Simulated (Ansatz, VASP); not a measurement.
**One calculation of Rh3N, two programs**

```
Rh N
1.0
     3.71690    0.00000    0.00000
     0.00000    3.71690    0.00000
     0.00000    0.00000    3.71690
Rh N
3 1
Direct
  0.00000 0.50000 0.50000
  0.50000 0.00000 0.50000
  0.50000 0.50000 0.00000
  0.00000 0.00000 0.00000
```

Alike in both runs: functional PBE; k mesh 6 × 6 × 6; occupations gaussian, width 0.1 eV; no spin polarisation.

Ansatz relaxed the structure, and its values are those at the end. VASP's run is a single point on that final structure, the one shown.

```csv
,VASP,Ansatz
version,VASP 6.6.1,Ansatz 0.2.0
potentials or method,"VASP PAW PBE potentials, release 64 (Rh_pv, N), cutoff 520 eV","scalar-relativistic, plane waves, PAW"
valence electrons in the cell,50,56
```

|  | VASP | Ansatz | Ansatz less VASP |
| --- | --- | --- | --- |
| gap on the k mesh at the Fermi level (eV) | none | none | - |
| pressure (GPa) | 0.3 | 0.3 | 0.00 |

A gap of «none» marks a metal or a gap that the smearing closes. VASP's potentials hold 50 valence electrons a cell and Ansatz's 56, so a difference there can come from the potentials and not from the codes.
